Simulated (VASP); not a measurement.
# KCl in VASP: notebook

Aim: see how the results for KCl move with the level of theory and the settings. Levels: HSE06, LDA. Tasks: single point.

Everything below comes from runs of VASP 6.6.1. Logs are shortened: lines on timing, memory, paths and dates and some standing lists are left out, and cuts for length are marked.

## (1) The cell of the first run

The structure is cubic, space group Fm-3m (No. 225). Conventional cell: a = 6.293 Å, b = 6.293 Å, c = 6.293 Å, α = 90.00°, β = 90.00°, γ = 90.00°. Within 4.1 Å of K (site symmetry m-3m) lie 6 Cl at 3.15 Å. Within 4.1 Å of Cl (site symmetry m-3m) lie 6 K at 3.15 Å.

## (2) Single point, HSE06

Contents of POSCAR:

```
KCl
1.0
    0.0000000000      3.1464700000      3.1464700000
    3.1464700000      0.0000000000      3.1464700000
    3.1464700000      3.1464700000      0.0000000000
K Cl
1 1
Direct
    0.0000000000      0.0000000000      0.0000000000
    0.5000000000      0.5000000000      0.5000000000
```

Contents of INCAR.step1:

```
  PREC = Accurate
  ENCUT = 520
  EDIFF = 1E-5
  ISMEAR = -1
  SIGMA = 0.05
  LREAL = F
  LASPH = T
  NELM = 80
  ALGO = Normal
  ISIF = 2
  LWAVE = T
  GGA = PE
  NBANDS = 15
```

Contents of INCAR.step2:

```
  PREC = Accurate
  ENCUT = 520
  EDIFF = 1E-6
  ISMEAR = -1
  SIGMA = 0.05
  LREAL = F
  LASPH = T
  NELM = 80
  ALGO = Normal
  ISIF = 2
  LWAVE = F
  LCHARG = T
  GGA = PE
  LHFCALC = T
  HFSCREEN = 0.2079
  PRECFOCK = Normal
  LELF = T
  LVHAR = T
  ISTART = 1
  NBANDS = 15
```

Contents of KPOINTS:

```
Automatic mesh
0
Gamma
  4 4 4
```

Potentials or basis: VASP PAW PBE potentials, release 64 (K_sv, Cl).

Command:

```
$ cat potpaw_PBE.64/K_sv/POTCAR potpaw_PBE.64/Cl/POTCAR > POTCAR
$ cp INCAR.step1 INCAR
$ mpirun -np 1 vasp_std > vasp.out
$ cp INCAR.step2 INCAR
$ mpirun -np 1 vasp_std > vasp.out
```

OUTCAR:

```text
PREC = Accurate
   ENCUT = 520
   EDIFF = 1E-6
   ISMEAR = -1
   LREAL = F
   LASPH = T
   NELM = 80
   ISIF = 2
   GGA = PE
   LHFCALC = T
   HFSCREEN = 0.2079
   PRECFOCK = Normal
   ISTART = 1

 ion  position               nearest neighbor table
   1  0.000  0.000  0.000-   2 3.15   2 3.15   2 3.15   2 3.15   2 3.15   2 3.15
   2  0.500  0.500  0.500-   1 3.15   1 3.15   1 3.15   1 3.15   1 3.15   1 3.15

  LATTYP: Found a face centered cubic cell.
 ALAT       =     6.2929400000

  Lattice vectors:

 A1 = (   0.0000000000,   3.1464700000,   3.1464700000)
 A2 = (   3.1464700000,   0.0000000000,   3.1464700000)
 A3 = (   3.1464700000,   3.1464700000,   0.0000000000)

Analysis of symmetry for initial positions (statically):
=====================================================================
 Subroutine PRICEL returns:
 Original cell was already a primitive cell.

 Routine SETGRP: Setting up the symmetry group for a
 face centered cubic supercell.

 Subroutine GETGRP returns: Found 48 space group operations
 (whereof 48 operations were pure point group operations)
 out of a pool of 48 trial point group operations.

The static configuration has the point symmetry O_h .

Analysis of symmetry for dynamics (positions and initial velocities):
=====================================================================
 Subroutine PRICEL returns:
 Original cell was already a primitive cell.

 Routine SETGRP: Setting up the symmetry group for a
 face centered cubic supercell.

 Subroutine GETGRP returns: Found 48 space group operations
 (whereof 48 operations were pure point group operations)
 out of a pool of 48 trial point group operations.

The dynamic configuration has the point symmetry O_h .

 Subroutine INISYM returns: Found 48 space group operations
 (whereof 48 operations are pure point group operations),
 and found     1 'primitive' translations

----------------------------------------------------------------------------------------

                                     Primitive cell

  volume of cell :      62.3018

  direct lattice vectors                    reciprocal lattice vectors
     0.000000000  3.146470000  3.146470000    -0.158908237  0.158908237  0.158908237
[... 83 lines left out ...]
   EFERMI =   0.00;   METHOD = LEGACY
   ISMEAR =    -1;   SIGMA  =   0.05  broadening in eV -4-tet -1-fermi 0-gaus
   EFERMI_NEDOS =   21; number of points for ismear=-14 and -15
   IALGO  =     38    algorithm
   IMIX   =      1    mixing-type and parameters
     AMIX     =   0.40;   BMIX     =  1.00
     AMIX_MAG =   1.60;   BMIX_MAG =  1.00
  volume/ion in A,a.u.               =      31.15       210.22
  Fermi-wavevector in a.u.,A,eV,Ry     =   1.040594  1.966437 14.732871  1.082835
  Thomas-Fermi vector in A             =   2.175177
   LORBIT       =      0    0 simple, 1 ext, 2 COOP (PROOUT), +10 PAW based schemes
   GGA     = PE    functional components
   LHFCALC =     T    Hartree Fock is set to
   PRECFOCK=normal    Normal, Fast or Accurate (Low or Medium for compatibility)
   ENCUT4O =  -1.0   cutoff for four orbital integrals eV
   NKREDX  =     1    reduce k-point grid by
   NKREDY  =     1    reduce k-point grid by
   NKREDZ  =     1    reduce k-point grid by
   AEXX    =    0.2500 exact exchange contribution
   HFSCREEN=    0.2079 screening length (either q_TF or 0.3 A-1)
   HFSCREENC=   0.2079 screening length for correlation (either q_TF or 0.3 A-1)
   ENCUTFOCK=  -1.0 apply spherical cutoff to Coloumb kernel
   IVDW    =     0    specifies the selected vdW correction
   LEPSILON=     F    determine dielectric tensor
   LRPA    =     F    only Hartree local field effects (RPA)
 non-spin polarized calculation
  energy-cutoff  :      520.00
  volume of cell :       62.30
 maximum number of plane-waves:      1700
 NGX is ok and might be reduce to    36
  NGX = 28; NGY = 28; NGZ = 28

 number of electron      16.0000001 magnetization

 Free energy of the ion-electron system (eV)
  ---------------------------------------------------
  ext. energy  EPLUGINS =         0.00000000
  ---------------------------------------------------
  free energy    TOTEN  =        -7.86532217 eV

  energy without entropy =       -7.86532217  energy(sigma->0) =       -7.86532217

 E-fermi :  -1.7248     XC(G=0):  -6.3091

 val. band max:       -2.8310908276   @ k =   0.0000   0.0000   0.0000
 cond. band min:       3.6648221059   @ k =   0.0000   0.0000   0.0000
 fundamental gap:      6.4959129334
 Fermi energy:        -1.7247772450

 k-point     1 :       0.0000    0.0000    0.0000
  band No.  band energies     occupation
      1     -32.0921      2.00000
      2     -16.0941      2.00000
      3     -14.2006      2.00000
      4     -14.2006      2.00000
      5     -14.2006      2.00000
      6      -2.8311      2.00000
      7      -2.8311      2.00000
      8      -2.8311      2.00000
      9       3.6648      0.00000
     10       7.0836      0.00000
     11       7.0836      0.00000
     12       7.0836      0.00000
     13       8.0910      0.00000
     14       8.0910      0.00000
[... 113 lines left out ...]
      2     -16.0683      2.00000
      3     -14.3022      2.00000
      4     -14.3022      2.00000
      5     -14.1181      2.00000
      6      -3.3388      2.00000
      7      -3.3320      2.00000
      8      -3.3320      2.00000
      9       6.6301      0.00000
     10       6.6301      0.00000
     11       8.1528      0.00000
     12       8.7376      0.00000
     13      10.8321      0.00000
     14      10.8378      0.00000
     15      10.8662      0.00000

------------------------ aborting loop because EDIFF is reached ----------------------------------------

  FORCE on cell =-STRESS in cart. coord.  units (eV):
  Direction    XX          YY          ZZ          XY          YZ          ZX
  --------------------------------------------------------------------------------------
  -------------------------------------------------------------------------------------
  Total        0.1882940      0.1882940      0.1882940     -0.0000000     -0.0000000      0.0000000
  in kB        4.8422397      4.8422397      4.8422397     -0.0000000     -0.0000000      0.0000000
  external PRESSURE =       4.8422397 kB  Pullay stress =       0.0000000 kB

 VOLUME and BASIS-vectors are now :
 -----------------------------------------------------------------------------
  energy-cutoff  :      520.00
  volume of cell :       62.30
      direct lattice vectors                 reciprocal lattice vectors
     0.000000000  3.146470000  3.146470000    -0.158908237  0.158908237  0.158908237
     3.146470000  0.000000000  3.146470000     0.158908237 -0.158908237  0.158908237
     3.146470000  3.146470000  0.000000000     0.158908237  0.158908237 -0.158908237

 POSITION                                       TOTAL-FORCE (eV/Angst)
 -----------------------------------------------------------------------------------
      0.00000      0.00000      0.00000         0.000000      0.000000      0.000000
      3.14647      3.14647      3.14647        -0.000000     -0.000000     -0.000000
 -----------------------------------------------------------------------------------
    total drift:                                0.000000     -0.000000     -0.000000

  FREE ENERGIE OF THE ION-ELECTRON SYSTEM (eV)
  ---------------------------------------------------
  free  energy   TOTEN  =        -7.8653221697 eV

  energy  without entropy=       -7.8653221697  energy(sigma->0) =       -7.86532217
```

OUTCAR.step1:

```text
PREC = Accurate
   ENCUT = 520
   EDIFF = 1E-5
   ISMEAR = -1
   LREAL = F
[... 347 lines left out ...]
      0.00000      0.00000      0.00000         0.000000      0.000000      0.000000
      3.14647      3.14647      3.14647         0.000000     -0.000000     -0.000000
 -----------------------------------------------------------------------------------
    total drift:                                0.000000      0.000000      0.000000

  FREE ENERGIE OF THE ION-ELECTRON SYSTEM (eV)
  ---------------------------------------------------
  free  energy   TOTEN  =        -6.8036806446 eV

  energy  without entropy=       -6.8036806445  energy(sigma->0) =       -6.80368064
```

OSZICAR.step1:

```text
N       E                     dE             d eps       ncg     rms          rms(c)
DAV:   1     0.993251343352E+02    0.99325E+02   -0.70602E+03   240   0.954E+02
DAV:   2    -0.751511682664E+00   -0.10008E+03   -0.92584E+02   311   0.232E+02
DAV:   3    -0.686980360544E+01   -0.61183E+01   -0.60837E+01   338   0.511E+01
DAV:   4    -0.709338006652E+01   -0.22358E+00   -0.22352E+00   389   0.862E+00
DAV:   5    -0.709514927859E+01   -0.17692E-02   -0.17692E-02   331   0.860E-01    0.333E+00
DAV:   6    -0.680452180460E+01    0.29063E+00   -0.42292E-01   296   0.327E+00    0.271E+00
DAV:   7    -0.679020367261E+01    0.14318E-01   -0.11470E-01   310   0.185E+00    0.158E+00
DAV:   8    -0.680249061140E+01   -0.12287E-01   -0.16903E-02   315   0.965E-01    0.204E-01
DAV:   9    -0.680301461468E+01   -0.52400E-03   -0.90746E-04   303   0.184E-01    0.104E-01
DAV:  10    -0.680367776453E+01   -0.66315E-03   -0.73056E-04   261   0.165E-01    0.253E-02
DAV:  11    -0.680368064457E+01   -0.28800E-05   -0.22327E-05   325   0.287E-02
   1 F= -.68036806E+01 E0= -.68036806E+01  d E =-.230768E-10
```

Run time: 8.5 min. Hardware: 1 thread of Intel Xeon Platinum 8375C at 2.90GHz (Ice Lake), shared host; peak memory 0.31 GiB.

Results:

```yaml
Free_energy: -7.8653 eV
Pressure: 0.5 GPa
Band_gap_on_the_k_mesh: 6.50 eV
```

Levels at points of the mesh, in eV from the valence-band top:
| k point | band 4 | band 5 | band 6 | band 7 | band 8 | band 9 | band 10 | band 11 | band 12 | band 13 |
| --- | --- | --- | --- | --- | --- | --- | --- | --- | --- | --- |
| (0.00, 0.00, 0.00) | -11.37 | -11.37 | 0.00 | 0.00 | 0.00 | 6.50 | 9.91 | 9.91 | 9.91 | 10.92 |
| (0.50, 0.00, 0.00) | -11.38 | -11.14 | -1.10 | -0.34 | -0.34 | 8.90 | 10.10 | 12.31 | 12.31 | 12.89 |
| (0.50, 0.50, 0.00) | -11.43 | -11.43 | -0.70 | -0.24 | -0.24 | 7.89 | 9.82 | 11.49 | 12.02 | 12.42 |

Caveat: the k points lie up to 0.43 Å⁻¹ apart; the PAW data sets were made with another functional, which shifts forces and pressure a little.

## (3) Single point, HSE06

This run uses another cell than the first one, of 31.77 Å³/atom.

Contents of POSCAR:

```
KCl
1.0
    0.0000000000      3.1673081569      3.1673081569
    3.1673081569      0.0000000000      3.1673081569
    3.1673081569      3.1673081569      0.0000000000
K Cl
1 1
Direct
    0.0000000000      0.0000000000      0.0000000000
    0.5000000000      0.5000000000      0.5000000000
```

Contents of INCAR.step1:

```
SYSTEM = KCl
ALGO = Normal ; EDIFF = 1E-5
ENCUT = 520 ; GGA = PE
ISIF = 2 ; ISMEAR = -1
LASPH = .True. ; LCHARG = .False.
LREAL = .False. ; LWAVE = .True.
NBANDS = 15 ; NELM = 100
PREC = Accurate ; SIGMA = 0.05
```

Contents of INCAR.step2:

```
SYSTEM = KCl
ALGO = Normal ; EDIFF = 1E-6
ENCUT = 520 ; GGA = PE
HFSCREEN = 0.2079 ; ISIF = 2
ISMEAR = -1 ; ISTART = 1
LASPH = .True. ; LCHARG = .False.
LHFCALC = .True. ; LREAL = .False.
LWAVE = .False. ; NBANDS = 15
NELM = 100 ; PREC = Accurate
PRECFOCK = Normal ; SIGMA = 0.05
```

Contents of KPOINTS:

```
k-points
0
Gamma
  4 4 4
  0 0 0
```

Potentials or basis: VASP PAW PBE potentials, release 64 (K_sv, Cl).

Command:

```
$ cat potpaw_PBE.64/K_sv/POTCAR potpaw_PBE.64/Cl/POTCAR > POTCAR
$ cp INCAR.step1 INCAR
$ mpirun -np 1 vasp_std > vasp.out
$ cp INCAR.step2 INCAR
$ mpirun -np 1 vasp_std > vasp.out
```

Wall time 7.8 min (1 thread of Intel Xeon Platinum 8375C at 2.90GHz (Ice Lake), shared host); peak memory 0.31 GiB.

It converged, with:

```
Free energy            : -7.8680 eV
Pressure               : 0.1 GPa
Band gap on the k mesh : 6.42 eV
```

Levels at points of the mesh, in eV from the valence-band top:
```csv
k point,band 5,band 6,band 7,band 8,band 9,band 10,band 11,band 12
"(0.00, 0.00, 0.00)",-11.42,0.00,0.00,0.00,6.42,9.90,9.90,9.90
"(0.50, 0.00, 0.00)",-11.21,-1.06,-0.32,-0.32,8.84,10.01,12.24,12.24
"(0.50, 0.50, 0.00)",-11.47,-0.69,-0.24,-0.24,7.91,9.72,11.37,11.98
```

Caveat: the k points lie up to 0.43 Å⁻¹ apart; the PAW data sets were made with another functional, which shifts forces and pressure a little.

[end of part 1 of 2]
